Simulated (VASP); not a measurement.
# CoW3 (P4/mmm) in VASP: a series of runs

CoW3 is run at these levels: PBEsol; tasks: single point.

Program: VASP 6.6.1. These are calculated values, not measurements. Logs are shortened: lines on timing, memory, paths and dates and some standing lists are left out, and cuts for length are marked.

### Step 1. The cell of the first run

Symmetry: P4/mmm, No. 123, tetragonal system. The conventional cell has a = 4.051 Å, b = 4.051 Å, c = 3.762 Å, α = 90.00°, β = 90.00°, γ = 90.00°. Within 3.6 Å of Co (site symmetry 4/mmm) lie 12 W at 2.76 to 2.86 Å. Within 3.6 Å of W (site symmetry mmm) lie 4 Co at 2.76 Å and 8 W at 2.76 to 2.86 Å. Within 3.6 Å of W (site symmetry 4/mmm) lie 8 W at 2.76 Å and 4 Co at 2.86 Å.

### Step 2. Single point, PBEsol (strain +0.050 along x and y, -0.025 along z)

INCAR

```
PREC     = Accurate       # precision mode
ENCUT    = 520            # plane-wave cutoff, eV
EDIFF    = 1E-6           # SCF threshold, eV
ISMEAR   = 0              # smearing method
SIGMA    = 0.15           # smearing width, eV
LREAL    = F              # projectors in reciprocal space
LASPH    = T              # aspherical terms in the spheres
NELM     = 80             # most SCF steps
ALGO     = Fast           # electronic algorithm
ISIF     = 2              # what is computed and relaxed
LWAVE    = F              # write WAVECAR
LCHARG   = F              # write CHGCAR
GGA      = PS             # functional
NBANDS   = 34             # bands
```

KPOINTS

```
regular mesh
0
Gamma
  12 12 12
```

POSCAR

```
CoW3
1.0
    4.0511572256      0.0000000000      0.0000000000
    0.0000000000      4.0511572256      0.0000000000
    0.0000000000      0.0000000000      3.7617888524
Co W
1 3
Direct
    0.0000000000      0.0000000000      0.0000000000
    0.0000000000      0.5000000000      0.5000000000
    0.5000000000      0.0000000000      0.5000000000
    0.5000000000      0.5000000000      0.0000000000
```

Potentials or basis: VASP PAW PBE potentials, release 64 (Co, W_sv).

Started as:

```console
$ cat potpaw_PBE.64/Co/POTCAR potpaw_PBE.64/W_sv/POTCAR > POTCAR
$ mpirun -np 1 vasp_std > vasp.out
```

OUTCAR:

```text
PREC = Accurate
   ENCUT = 520
   EDIFF = 1E-6
   ISMEAR = 0
   LREAL = F
   LASPH = T
   NELM = 80
   ISIF = 2
   GGA = PS

 ion  position               nearest neighbor table
   1  0.000  0.000  0.000-   2 2.76   3 2.76   2 2.76   3 2.76   2 2.76   2 2.76   3 2.76   3 2.76
                             4 2.86   4 2.86   4 2.86   4 2.86
   2  0.000  0.500  0.500-   1 2.76   4 2.76   1 2.76   4 2.76   1 2.76   1 2.76   4 2.76   4 2.76
                             3 2.86   3 2.86   3 2.86   3 2.86
   3  0.500  0.000  0.500-   1 2.76   4 2.76   1 2.76   4 2.76   4 2.76   4 2.76   1 2.76   1 2.76
                             2 2.86   2 2.86   2 2.86   2 2.86
   4  0.500  0.500  0.000-   2 2.76   3 2.76   2 2.76   3 2.76   3 2.76   3 2.76   2 2.76   2 2.76
                             1 2.86   1 2.86   1 2.86   1 2.86

  LATTYP: Found a simple tetragonal cell.
 ALAT       =     4.0511572256
 C/A-ratio  =     0.9285714286

  Lattice vectors:

 A1 = (   4.0511572256,   0.0000000000,   0.0000000000)
 A2 = (   0.0000000000,   4.0511572256,   0.0000000000)
 A3 = (   0.0000000000,   0.0000000000,   3.7617888524)

Analysis of symmetry for initial positions (statically):
=====================================================================
 Subroutine PRICEL returns:
 Original cell was already a primitive cell.

 Routine SETGRP: Setting up the symmetry group for a
 simple tetragonal supercell.

 Subroutine GETGRP returns: Found 16 space group operations
 (whereof 16 operations were pure point group operations)
 out of a pool of 16 trial point group operations.

The static configuration has the point symmetry D_4h.

Analysis of symmetry for dynamics (positions and initial velocities):
=====================================================================
 Subroutine PRICEL returns:
 Original cell was already a primitive cell.

 Routine SETGRP: Setting up the symmetry group for a
 simple tetragonal supercell.

 Subroutine GETGRP returns: Found 16 space group operations
 (whereof 16 operations were pure point group operations)
 out of a pool of 16 trial point group operations.

The dynamic configuration has the point symmetry D_4h.

 Subroutine INISYM returns: Found 16 space group operations
 (whereof 16 operations are pure point group operations),
 and found     1 'primitive' translations

----------------------------------------------------------------------------------------

[... 95 lines left out ...]
   NELM   =     80;   NELMIN=  2; NELMDL= -5     # of ELM steps
   EDIFF  = 0.1E-05   stopping-criterion for ELM
   LREAL  =      F    real-space projection
   EDIFFG = 0.1E-04   stopping-criterion for IOM
   NSW    =      0    number of steps for IOM
   IBRION =     -1    ionic relax: 0-MD 1-quasi-New 2-CG
   NFREE  =      0    steps in history (QN), initial steepest desc. (CG)
   ISIF   =      2    stress and relaxation
   ISYM   =      2    0-nonsym 1-usesym 2-fastsym
   POTIM  = 0.5000    time-step for ionic-motion
   TEBEG  =    0.0;   TEEND  =   0.0 temperature during run
   PSTRESS=    0.0 pullay stress
   NELECT =      51.0000    total number of electrons
   NUPDOWN=      -1.0000    fix difference up-down
   EMIN   =  10.00;   EMAX   =-10.00  energy-range for DOS
   EFERMI =   0.00;   METHOD = LEGACY
   ISMEAR =     0;   SIGMA  =   0.15  broadening in eV -4-tet -1-fermi 0-gaus
   EFERMI_NEDOS =   21; number of points for ismear=-14 and -15
   IALGO  =     68    algorithm
   IMIX   =      4    mixing-type and parameters
     AMIX     =   0.40;   BMIX     =  1.00
     AMIX_MAG =   1.60;   BMIX_MAG =  1.00
  volume/ion in A,a.u.               =      15.43       104.16
  Fermi-wavevector in a.u.,A,eV,Ry     =   1.536081  2.902772 32.103542  2.359544
  Thomas-Fermi vector in A             =   2.642779
   LORBIT       =      0    0 simple, 1 ext, 2 COOP (PROOUT), +10 PAW based schemes
   GGA     = PS    functional components
   LHFCALC =     F    Hartree Fock is set to
   AEXX    =    0.0000 exact exchange contribution
   IVDW    =     0    specifies the selected vdW correction
   LEPSILON=     F    determine dielectric tensor
   LRPA    =     F    only Hartree local field effects (RPA)
 non-spin polarized calculation
 RMM-DIIS sequential band-by-band and
 Gauss-broadening in eV      SIGMA  =   0.15
  energy-cutoff  :      520.00
  volume of cell :       61.74
 maximum number of plane-waves:      1682
   NGX = 15   NGY = 15   NGZ = 13

 number of electron      50.9999989 magnetization

 Free energy of the ion-electron system (eV)
  ---------------------------------------------------
  ext. energy  EPLUGINS =         0.00000000
  ---------------------------------------------------
  free energy    TOTEN  =       -47.90019324 eV

  energy without entropy =      -47.84172381  energy(sigma->0) =      -47.87095853

 E-fermi :   9.8454     XC(G=0): -13.4018

 val. band max:        9.8449173372   @ k =   0.2500   0.1667   0.5000
 cond. band min:       9.8476461821   @ k =   0.0000   0.0000   0.5000
 fundamental gap:      0.0027288448
 Fermi energy:         9.8453815545

 k-point     1 :       0.0000    0.0000    0.0000
  band No.  band energies     occupation
      1     -63.9340      2.00000
      2     -63.8383      2.00000
      3     -63.7148      2.00000
      4     -28.5278      2.00000
      5     -28.5278      2.00000
      6     -28.5019      2.00000
[... 877 lines left out ...]
     33      13.0775      0.00000
     34      13.6121      0.00000

 [... further k-points ...]

------------------------ aborting loop because EDIFF is reached ----------------------------------------

  FORCE on cell =-STRESS in cart. coord.  units (eV):
  Direction    XX          YY          ZZ          XY          YZ          ZX
  --------------------------------------------------------------------------------------
  -------------------------------------------------------------------------------------
  Total       -6.8946661     -6.8946661     -6.9152276      0.0000000     -0.0000000      0.0000000
  in kB     -178.9250765   -178.9250765   -179.4586709      0.0000000     -0.0000000      0.0000000
  external PRESSURE =    -179.1029413 kB  Pullay stress =       0.0000000 kB

 VOLUME and BASIS-vectors are now :
 -----------------------------------------------------------------------------
  energy-cutoff  :      520.00
  volume of cell :       61.74
      direct lattice vectors                 reciprocal lattice vectors
     4.051157226  0.000000000  0.000000000     0.246843049  0.000000000  0.000000000
     0.000000000  4.051157226  0.000000000     0.000000000  0.246843049  0.000000000
     0.000000000  0.000000000  3.761788852     0.000000000  0.000000000  0.265830975

 POSITION                                       TOTAL-FORCE (eV/Angst)
 -----------------------------------------------------------------------------------
      0.00000      0.00000      0.00000         0.000000      0.000000      0.000000
      0.00000      2.02558      1.88089         0.000000      0.000000      0.000000
      2.02558      0.00000      1.88089         0.000000      0.000000      0.000000
      2.02558      2.02558      0.00000         0.000000      0.000000      0.000000
 -----------------------------------------------------------------------------------
    total drift:                                0.000000      0.000000     -0.000000

  FREE ENERGIE OF THE ION-ELECTRON SYSTEM (eV)
  ---------------------------------------------------
  free  energy   TOTEN  =       -47.9001932379 eV

  energy  without entropy=      -47.8417238131  energy(sigma->0) =      -47.87095853
```

OSZICAR:

```text
N       E                     dE             d eps       ncg     rms          rms(c)
DAV:   1     0.594138668664E+03    0.59414E+03   -0.27926E+04 13456   0.177E+03
DAV:   2    -0.167463754007E+02   -0.61089E+03   -0.59371E+03 13776   0.535E+02
[... 11 lines left out ...]
RMM:  14    -0.479007356574E+02   -0.57415E-03   -0.56853E-03 17960   0.344E-01    0.459E-01
RMM:  15    -0.479002029022E+02    0.53276E-03   -0.12079E-03 15900   0.230E-01    0.960E-02
RMM:  16    -0.479001876886E+02    0.15214E-04   -0.42644E-04 19088   0.957E-02    0.657E-02
RMM:  17    -0.479001914323E+02   -0.37437E-05   -0.99068E-05 19474   0.479E-02    0.206E-02
RMM:  18    -0.479001929251E+02   -0.14928E-05   -0.19412E-05 18227   0.237E-02    0.324E-03
RMM:  19    -0.479001932379E+02   -0.31276E-06   -0.26139E-06 11193   0.109E-02
   1 F= -.47900193E+02 E0= -.47870959E+02  d E =-.584694E-01
```

stdout:

```text
POSCAR found type information on POSCAR CoW
 POSCAR found :  2 types and       4 ions
 scaLAPACK will be used
 -----------------------------------------------------------------------------
|                                                                             |
|                                                                             |
|     You enforced a specific xc type in the INCAR file but a different       |
|     I HOPE YOU KNOW WHAT YOU ARE DOING!                                     |
|                                                                             |
 -----------------------------------------------------------------------------

 LDA part: xc-table for (Slater+PW92), standard interpolation
 POSCAR, INCAR and KPOINTS ok, starting setup
 FFT: planning ... GRIDC
 FFT: planning ... GRID_SOFT
 FFT: planning ... GRID
 WAVECAR not read
 entering main loop
```

Run time: 5 min. Hardware: 1 thread of Intel Xeon 6975P-C (Granite Rapids), shared host; peak memory 0.42 GiB.

What came out:

```yaml
Free_energy: -47.9002 eV
Pressure: -17.9 GPa
Band_gap_on_the_k_mesh: zero (an odd number of electrons rules out a gap without spin polarisation)
```

Levels at points of the mesh, in eV from the Fermi level:
```csv
k point,band 21,band 22,band 23,band 24,band 25,band 26,band 27,band 28,band 29,band 30
"(0.00, 0.00, 0.00)",-1.20,-0.63,0.10,0.51,2.37,2.37,2.64,2.73,2.73,3.45
"(0.50, 0.00, 0.00)",-1.91,-1.68,-1.08,-0.30,0.28,0.29,0.39,0.92,1.57,1.76
"(0.50, 0.50, 0.00)",-1.71,-1.68,-1.68,-1.68,-0.94,0.47,0.47,0.72,0.72,0.79
"(0.00, 0.00, 0.50)",-1.87,-1.87,-0.79,0.00,0.00,0.70,0.72,1.11,1.35,1.35
"(0.50, 0.00, 0.50)",-1.98,-1.89,-1.87,-1.68,-0.84,0.51,0.56,1.13,1.17,1.18
"(0.50, 0.50, 0.50)",-1.08,-0.82,-0.33,-0.33,0.35,0.41,0.41,0.96,2.04,2.47
```

Caveat: the cell differs from its parent crystal (strain +0.050 along x and y, -0.025 along z); the cell stands under tension; the PAW data sets were made with another functional, which shifts forces and pressure a little; spin-orbit coupling is left out, which moves the levels of the heavy elements; the run has no spin polarisation, though such a crystal can be magnetic. Spin polarisation is off, so any magnetic state and its effect on volume and gap are missing.

### Step 3. Single point, PBEsol (strain -0.025 along x and y, +0.050 along z)

INCAR

```
SYSTEM = CoW3
ALGO = Fast
EDIFF = 1E-6
ENCUT = 520
GGA = PS
ISIF = 2
ISMEAR = 0
LASPH = .TRUE.
LCHARG = .FALSE.
LREAL = .FALSE.
LWAVE = .FALSE.
NBANDS = 34
NELM = 60
PREC = Accurate
SIGMA = 0.15
```

KPOINTS

```
k-points
0
G
  12 12 12
  0 0 0
```

POSCAR

```
CoW3
1.0
    3.7617888524      0.0000000000      0.0000000000
    0.0000000000      3.7617888524      0.0000000000
    0.0000000000      0.0000000000      4.0511572256
Co W
1 3
Direct
    0.0000000000      0.0000000000      0.0000000000
    0.0000000000      0.5000000000      0.5000000000
    0.5000000000      0.0000000000      0.5000000000
    0.5000000000      0.5000000000      0.0000000000
```

Potentials or basis: VASP PAW PBE potentials, release 64 (Co, W_sv).

Started as:

```console
$ cat potpaw_PBE.64/Co/POTCAR potpaw_PBE.64/W_sv/POTCAR > POTCAR
$ mpirun -np 1 vasp_std > vasp.out
```

It took 3 min on 1 thread of Intel Xeon 6975P-C (Granite Rapids), shared host; peak memory 0.4 GiB.

Results (log left out):

```
Free energy            : -48.1226 eV
Pressure               : 1.5 GPa
Band gap on the k mesh : zero (an odd number of electrons rules out a gap without spin polarisation)
```

Stress tensor (GPa, compression positive):
```
 2.83  0.00  0.00
 0.00  2.83  0.00
 0.00  0.00 -1.05
```

Levels at points of the mesh, in eV from the Fermi level:
| k point | band 22 | band 23 | band 24 | band 25 | band 26 | band 27 | band 28 | band 29 |
| --- | --- | --- | --- | --- | --- | --- | --- | --- |
| (0.00, 0.00, 0.00) | -0.89 | 0.08 | 0.62 | 2.19 | 2.90 | 2.90 | 3.14 | 3.66 |
| (0.50, 0.00, 0.00) | -1.85 | -0.98 | 0.10 | 0.15 | 0.38 | 0.81 | 0.91 | 1.52 |
| (0.50, 0.50, 0.00) | -2.12 | -2.10 | -1.83 | -0.96 | 0.66 | 0.66 | 1.21 | 1.21 |
| (0.00, 0.00, 0.50) | -2.01 | -1.30 | -0.68 | 0.22 | 0.42 | 0.42 | 1.17 | 1.63 |
| (0.50, 0.00, 0.50) | -1.97 | -1.93 | -1.91 | -0.99 | 0.51 | 0.51 | 0.93 | 0.99 |
| (0.50, 0.50, 0.50) | -0.77 | -0.77 | -0.25 | 0.48 | 0.48 | 0.58 | 1.26 | 2.37 |

Caveat: the cell differs from its parent crystal (strain -0.025 along x and y, +0.050 along z); the PAW data sets were made with another functional, which shifts forces and pressure a little; spin-orbit coupling is left out, which moves the levels of the heavy elements; the run has no spin polarisation, though such a crystal can be magnetic. Spin polarisation is off, so any magnetic state and its effect on volume and gap are missing.
